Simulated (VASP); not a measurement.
# Al (Fm-3m) in VASP: a series of runs

The runs below take Al through single point, with RPBE+D3(BJ).

All numbers are computed with VASP 6.6.1; they aren't measurements. Logs are shortened: lines on timing, memory, paths and dates and some standing lists are left out, and cuts for length are marked.

## Step 1: The cell of the first run

The structure is cubic, space group Fm-3m (No. 225). The conventional cell has a = 4.076 Å, b = 4.076 Å, c = 4.076 Å, α = 90.00°, β = 90.00°, γ = 90.00°. Al (site symmetry m-3m) has 12 Al at 2.88 Å within 3.8 Å.

## Step 2: Single point, RPBE+D3(BJ) (volume scaled by 1.02)

INCAR

```
  PREC = Accurate
  ENCUT = 520
  EDIFF = 1E-6
  ISMEAR = -5
  SIGMA = 0.05
  LREAL = False
  LASPH = True
  NELM = 80
  ALGO = Normal
  ISIF = 2
  LWAVE = False
  LCHARG = False
  GGA = RP
  IVDW = 12
  NBANDS = 8
```

KPOINTS

```
Automatic mesh
0
Gamma
  11 11 11
```

POSCAR

```
Al
1.0
    0.0000000000      2.0382146954      2.0382146954
    2.0382146954      0.0000000000      2.0382146954
    2.0382146954      2.0382146954      0.0000000000
Al
1
Direct
    0.0000000000      0.0000000000      0.0000000000
```

Potentials or basis: VASP PAW PBE potentials, release 64 (Al).

Started as:

```bash
cat potpaw_PBE.64/Al/POTCAR > POTCAR
mpirun -np 1 vasp_std > vasp.out
```

OUTCAR:

```text
PREC = Accurate
   ENCUT = 520
   EDIFF = 1E-6
   ISMEAR = -5
   LREAL = False
   LASPH = True
   NELM = 80
   ISIF = 2
   GGA = RP
   IVDW = 12
 IVDW          = 12

 ion  position               nearest neighbor table
   1  0.000  0.000  0.000-

  LATTYP: Found a face centered cubic cell.
 ALAT       =     4.0764293908

  Lattice vectors:

 A1 = (   0.0000000000,   2.0382146954,   2.0382146954)
 A2 = (   2.0382146954,   0.0000000000,   2.0382146954)
 A3 = (   2.0382146954,   2.0382146954,   0.0000000000)

Analysis of symmetry for initial positions (statically):
=====================================================================
 Subroutine PRICEL returns:
 Original cell was already a primitive cell.

 Routine SETGRP: Setting up the symmetry group for a
 face centered cubic supercell.

 Subroutine GETGRP returns: Found 48 space group operations
[... 9 lines left out ...]

 Routine SETGRP: Setting up the symmetry group for a
 face centered cubic supercell.

 Subroutine GETGRP returns: Found 48 space group operations
 (whereof 48 operations were pure point group operations)
 out of a pool of 48 trial point group operations.

The dynamic configuration has the point symmetry O_h .

 Subroutine INISYM returns: Found 48 space group operations
 (whereof 48 operations are pure point group operations),
 and found     1 'primitive' translations

----------------------------------------------------------------------------------------

                                     Primitive cell

  volume of cell :      16.9348

  direct lattice vectors                    reciprocal lattice vectors
     0.000000000  2.038214695  2.038214695    -0.245312724  0.245312724  0.245312724
     2.038214695  0.000000000  2.038214695     0.245312724 -0.245312724  0.245312724
     2.038214695  2.038214695  0.000000000     0.245312724  0.245312724 -0.245312724

  length of vectors
     2.882470865  2.882470865  2.882470865     0.424894103  0.424894103  0.424894103

  position of ions in fractional coordinates (direct lattice)
     0.000000000  0.000000000  0.000000000

  ion indices of the primitive-cell ions
   primitive index   ion index
                 1           1

----------------------------------------------------------------------------------------

 KPOINTS: Automatic mesh

Automatic generation of k-mesh.
 Grid dimensions read from file:
 generate k-points for:   11   11   11

 Generating k-lattice:

  Cartesian coordinates                     Fractional coordinates (reciprocal lattice)
    -0.022301157  0.022301157  0.022301157     0.090909091  0.000000000  0.000000000
     0.022301157 -0.022301157  0.022301157     0.000000000  0.090909091  0.000000000
     0.022301157  0.022301157 -0.022301157     0.000000000  0.000000000  0.090909091

  Length of vectors
     0.038626737  0.038626737  0.038626737

  Shift w.r.t. Gamma in fractional coordinates (k-lattice)
     0.000000000  0.000000000  0.000000000

 TETIRR: Found    201 inequivalent tetrahedra from     7986

 Subroutine IBZKPT returns following result:
 ===========================================

 Found     56 irreducible k-points:

 Following reciprocal coordinates:
            Coordinates               Weight
  0.000000  0.000000  0.000000      1.000000
  0.090909  0.000000  0.000000      8.000000
  0.181818  0.000000  0.000000      8.000000
  0.272727  0.000000  0.000000      8.000000
  0.363636  0.000000  0.000000      8.000000
  0.454545  0.000000  0.000000      8.000000
[... 16 lines left out ...]
 -0.272727  0.181818  0.000000     24.000000
 -0.181818  0.181818  0.000000     12.000000
 [... further k-points ...]
   k-points           NKPTS =     56   k-points in BZ     NKDIM =     56   number of bands    NBANDS=      8
   number of dos      NEDOS =    301   number of ions     NIONS =      1
   total plane-waves  NPLWV =  13824
   dimension x,y,z NGX =    24 NGY =   24 NGZ =   24
   dimension x,y,z NGXF=    48 NGYF=   48 NGZF=   48
   ions per type =               1
   NGX,Y,Z   is equivalent  to a cutoff of  13.84, 13.84, 13.84 a.u.
   NGXF,Y,Z  is equivalent  to a cutoff of  27.68, 27.68, 27.68 a.u.
 SYSTEM =  unknown system
   PREC   = accura    normal or accurate (medium, high low for compatibility)
   ISTART =      0    job   : 0-new  1-cont  2-samecut
   ICHARG =      2    charge: 1-file 2-atom 10-const
   ISPIN  =      1    spin polarized calculation?
   LNONCOLLINEAR =      F non collinear calculations
   LSORBIT =      F    spin-orbit coupling
   LASPH  =      T    aspherical Exc in radial PAW
   ENCUT  =  520.0 eV  38.22 Ry    6.18 a.u.   5.36  5.36  5.36*2*pi/ulx,y,z
   NELM   =     80;   NELMIN=  2; NELMDL= -5     # of ELM steps
   EDIFF  = 0.1E-05   stopping-criterion for ELM
   LREAL  =      F    real-space projection
   EDIFFG = 0.1E-04   stopping-criterion for IOM
   NSW    =      0    number of steps for IOM
   IBRION =     -1    ionic relax: 0-MD 1-quasi-New 2-CG
   NFREE  =      0    steps in history (QN), initial steepest desc. (CG)
   ISIF   =      2    stress and relaxation
   ISYM   =      2    0-nonsym 1-usesym 2-fastsym
   POTIM  = 0.5000    time-step for ionic-motion
   TEBEG  =    0.0;   TEEND  =   0.0 temperature during run
   PSTRESS=    0.0 pullay stress
   NELECT =       3.0000    total number of electrons
   NUPDOWN=      -1.0000    fix difference up-down
   EMIN   =  10.00;   EMAX   =-10.00  energy-range for DOS
   EFERMI =   0.00;   METHOD = LEGACY
   ISMEAR =    -5;   SIGMA  =   0.05  broadening in eV -4-tet -1-fermi 0-gaus
   EFERMI_NEDOS =   21; number of points for ismear=-14 and -15
   IALGO  =     38    algorithm
   IMIX   =      4    mixing-type and parameters
     AMIX     =   0.40;   BMIX     =  1.00
     AMIX_MAG =   1.60;   BMIX_MAG =  1.00
  volume/ion in A,a.u.               =      16.93       114.28
  Fermi-wavevector in a.u.,A,eV,Ry     =   0.919437  1.737484 11.501882  0.845364
  Thomas-Fermi vector in A             =   2.044631
   LORBIT       =      0    0 simple, 1 ext, 2 COOP (PROOUT), +10 PAW based schemes
   GGA     = RP    functional components
   LHFCALC =     F    Hartree Fock is set to
   AEXX    =    0.0000 exact exchange contribution
   IVDW    =    12    specifies the selected vdW correction
   LEPSILON=     F    determine dielectric tensor
   LRPA    =     F    only Hartree local field effects (RPA)
 non-spin polarized calculation
 Fermi weights with tetrahedron method with Bloechl corrections
  energy-cutoff  :      520.00
  volume of cell :       16.93
 maximum number of plane-waves:       470
 NGX is ok and might be reduce to    24
   NGX = 11   NGY = 11   NGZ = 11

 number of electron       3.0000000 magnetization

 Free energy of the ion-electron system (eV)
  ---------------------------------------------------
  ext. energy  EPLUGINS =         0.00000000
  ---------------------------------------------------
  free energy    TOTEN  =        -3.50749217 eV

  energy without entropy =       -3.50749217  energy(sigma->0) =       -3.50749217

 E-fermi :   7.8819     XC(G=0): -10.0471

 val. band max:        7.8354655744   @ k =  -0.4545   0.3636   0.0000
 cond. band min:       7.5917410227   @ k =  -0.3636   0.3636   0.0000
 fundamental gap:     -0.2437245517
 Fermi energy:         7.8819131483

 k-point     1 :       0.0000    0.0000    0.0000
  band No.  band energies     occupation
      1      -3.1332      2.00000
      2      20.2799      0.00000
      3      20.2799      0.00000
      4      20.2799      0.00000
      5      21.7053      0.00000
      6      21.7053      0.00000
      7      21.7053      0.00000
      8      24.0309      0.00000

 k-point     2 :       0.0909    0.0000    0.0000
  band No.  band energies     occupation
      1      -2.9124      2.00000
      2      17.3855      0.00000
      3      19.6365      0.00000
      4      19.6365      0.00000
      5      22.3658      0.00000
      6      22.6838      0.00000
      7      22.6838      0.00000
      8      25.8763      0.00000

 k-point     3 :       0.1818    0.0000    0.0000
  band No.  band energies     occupation
      1      -2.2520      2.00000
      2      13.7816      0.00000
      3      18.9096      0.00000
      4      18.9096      0.00000
      5      22.1298      0.00000
      6      23.5017      0.00000
      7      23.5017      0.00000
      8      24.9936      0.00000

 k-point     4 :       0.2727    0.0000    0.0000
  band No.  band energies     occupation
      1      -1.1578      2.00000
      2      10.3969     -0.03259
      3      18.5045      0.00000
      4      18.5045      0.00000
      5      21.9178      0.00000
      6      21.9729      0.00000
      7      21.9729      0.00000
      8      25.8886      0.00000

 k-point     5 :       0.3636    0.0000    0.0000
  band No.  band energies     occupation
      1       0.3604      2.00000
      2       7.3312      1.42384
      3      18.4606      0.00000
      4      18.4606      0.00000
      5      20.5592      0.00000
      6      20.5592      0.00000
      7      21.9864      0.00000
      8      24.4182      0.00000
[... 177 lines left out ...]
 k-point    22 :      -0.3636    0.1818    0.0000
  band No.  band energies     occupation
      1       2.3592      2.00000
      2       6.2046      2.15621
      3      12.4366      0.00000
      4      16.7516      0.00000
      5      18.6174      0.00000
      6      23.0625      0.00000
      7      25.6324      0.00000
      8      28.5645      0.00000

 k-point    23 :      -0.2727    0.1818    0.0000
  band No.  band energies     occupation
      1       0.5758      2.00000
      2       8.9581      0.03362
      3      12.2999      0.00000
      4      17.9532      0.00000
      5      19.9017      0.00000
      6      22.8395      0.00000
      7      25.1940      0.00000
      8      25.7366      0.00000

 k-point    24 :      -0.1818    0.1818    0.0000
  band No.  band energies     occupation
      1      -0.7949      2.00000
      2      11.6028      0.00000
      3      13.0158      0.00000
      4      19.5156      0.00000
      5      21.5072      0.00000
      6      22.5609      0.00000
      7      23.6532      0.00000
      8      24.5741      0.00000

 [... further k-points ...]

------------------------ aborting loop because EDIFF is reached ----------------------------------------

 Edisp (eV)   -1.71918

 E8    (eV) :    -1.1435

  FORCE on cell =-STRESS in cart. coord.  units (eV):
  Direction    XX          YY          ZZ          XY          YZ          ZX
  --------------------------------------------------------------------------------------
  -------------------------------------------------------------------------------------
  Total      -2.19609    -2.19609    -2.19609     0.00000    -0.00000     0.00000
  in kB    -207.76892  -207.76892  -207.76892     0.00000    -0.00000     0.00000
  external pressure =     -207.77 kB  Pullay stress =        0.00 kB

 VOLUME and BASIS-vectors are now :
 -----------------------------------------------------------------------------
  energy-cutoff  :      520.00
  volume of cell :       16.93
      direct lattice vectors                 reciprocal lattice vectors
     0.000000000  2.038214695  2.038214695    -0.245312724  0.245312724  0.245312724
     2.038214695  0.000000000  2.038214695     0.245312724 -0.245312724  0.245312724
     2.038214695  2.038214695  0.000000000     0.245312724  0.245312724 -0.245312724

 POSITION                                       TOTAL-FORCE (eV/Angst)
 -----------------------------------------------------------------------------------
      0.00000      0.00000      0.00000         0.000000      0.000000     -0.000000
 -----------------------------------------------------------------------------------
    total drift:                               -0.000000      0.000000      0.000000

  FREE ENERGIE OF THE ION-ELECTRON SYSTEM (eV)
  ---------------------------------------------------
  free  energy   TOTEN  =        -5.2266709782 eV

  energy  without entropy=       -5.2266709782  energy(sigma->0) =       -5.22667098
```

Run time: 8.9 s. Hardware: 1 thread of Intel Xeon Platinum 8375C at 2.90GHz (Ice Lake), shared host; peak memory 0.14 GiB.

What came out:

| Item | Value |
| --- | --- |
| Free energy | -5.2267 eV |
| Pressure | -20.8 GPa |
| Dispersion energy per atom | -1.719 eV |

Levels at points of the mesh, in eV from the Fermi level:
| k point | band 1 | band 2 | band 3 | band 4 | band 5 |
| --- | --- | --- | --- | --- | --- |
| (0.00, 0.00, 0.00) | -11.02 | 12.40 | 12.40 | 12.40 | 13.82 |

Caveat: the PAW data sets were made with another functional, which shifts forces and pressure a little; pairwise dispersion overbinds metals, which lowers pressure and volume; tetrahedron occupations give inexact forces and stress in metals.

## Step 3: Single point, RPBE+D3(BJ) (volume scaled by 1.04)

INCAR

```
ALGO     = Fast           # electronic algorithm
EDIFF    = 1E-6           # SCF threshold, eV
ENCUT    = 520            # plane-wave cutoff, eV
GGA      = RP             # functional
ISIF     = 2              # what is computed and relaxed
ISMEAR   = -5             # smearing method
IVDW     = 12             # dispersion correction
LASPH    = True           # aspherical terms in the spheres
LCHARG   = True           # write CHGCAR
LELF     = True           # ELF
LREAL    = False          # projectors in reciprocal space
LVHAR    = True         
LWAVE    = False          # write WAVECAR
NBANDS   = 8              # bands
NELM     = 60             # most SCF steps
PREC     = Accurate       # precision mode
SIGMA    = 0.05           # smearing width, eV
```

KPOINTS

```
k-points
0
Gamma
  11 11 11
```

POSCAR

```
Al
1.0
    0.0000000000      2.0514502267      2.0514502267
    2.0514502267      0.0000000000      2.0514502267
    2.0514502267      2.0514502267      0.0000000000
Al
1
Direct
    0.0000000000      0.0000000000      0.0000000000
```

Potentials or basis: VASP PAW PBE potentials, release 64 (Al).

Started as:

```bash
cat potpaw_PBE.64/Al/POTCAR > POTCAR
mpirun -np 1 vasp_std > vasp.out
```

Wall time 9.2 s (1 thread of Intel Xeon Platinum 8375C at 2.90GHz (Ice Lake), shared host); peak memory 0.14 GiB.

It converged, with:

* Free energy: -5.1833 eV
* Pressure: -21.6 GPa
* Dispersion energy per atom: -1.679 eV

Levels at points of the mesh, in eV from the Fermi level:
| k point | band 1 | band 2 | band 3 | band 4 | band 5 |
| --- | --- | --- | --- | --- | --- |
| (0.00, 0.00, 0.00) | -10.89 | 12.29 | 12.29 | 12.29 | 13.57 |

Caveat: the PAW data sets were made with another functional, which shifts forces and pressure a little; pairwise dispersion overbinds metals, which lowers pressure and volume; tetrahedron occupations give inexact forces and stress in metals.

## Step 4: Single point, RPBE+D3(BJ) (volume scaled by 1.06)

INCAR

```
PREC = Accurate
ENCUT = 520
EDIFF = 1E-6
ISMEAR = -5
SIGMA = 0.05
LREAL = F
LASPH = T
NELM = 60
ALGO = Normal
ISIF = 2
LWAVE = F
LCHARG = F
GGA = RP
IVDW = 12
NBANDS = 8
```

KPOINTS

```
regular mesh
0
Gamma
  11 11 11
```

POSCAR

```
Al
1.0
    0.0000000000      2.0645171409      2.0645171409
    2.0645171409      0.0000000000      2.0645171409
    2.0645171409      2.0645171409      0.0000000000
Al
1
Direct
    0.0000000000      0.0000000000      0.0000000000
```

Started as:

```bash
cat potpaw_PBE.64/Al/POTCAR > POTCAR
mpirun -np 1 vasp_std > vasp.out
```

Run time: 10 s. Hardware: 1 thread of Intel Xeon Platinum 8375C at 2.90GHz (Ice Lake), shared host; peak memory 0.13 GiB.

It converged, with:

```
Free energy                : -5.1384 eV
Pressure                   : -22.3 GPa
Dispersion energy per atom : -1.640 eV
```

Levels at points of the mesh, in eV from the Fermi level:
| k point | band 1 | band 2 | band 3 | band 4 | band 5 | band 6 |
| --- | --- | --- | --- | --- | --- | --- |
| (0.00, 0.00, 0.00) | -10.76 | 12.18 | 12.18 | 12.18 | 13.33 | 13.33 |

Caveat: the PAW data sets were made with another functional, which shifts forces and pressure a little; pairwise dispersion overbinds metals, which lowers pressure and volume; tetrahedron occupations give inexact forces and stress in metals.

## Step 5: The runs side by side

| cell | gap on the mesh (eV) | pressure (GPa) |
| --- | --- | --- |
| a = 2.882 Å, angles 60.0°, 1 atom | none | -20.8 |
| a = 2.901 Å, angles 60.0°, 1 atom | none | -21.6 |
| a = 2.920 Å, angles 60.0°, 1 atom | none | -22.3 |

Alike in all rows: task single point; level RPBE+D3(BJ); potentials or basis VASP PAW PBE potentials, release 64 (Al); no spin polarisation; k mesh 11 × 11 × 11; cutoff (eV) 520; smearing tetrahedron.

Caveats: the PAW data sets were made with another functional, which shifts forces and pressure a little; pairwise dispersion overbinds metals, which lowers pressure and volume; tetrahedron occupations give inexact forces and stress in metals.

Absolute energies hang on the potentials; compare differences alone.
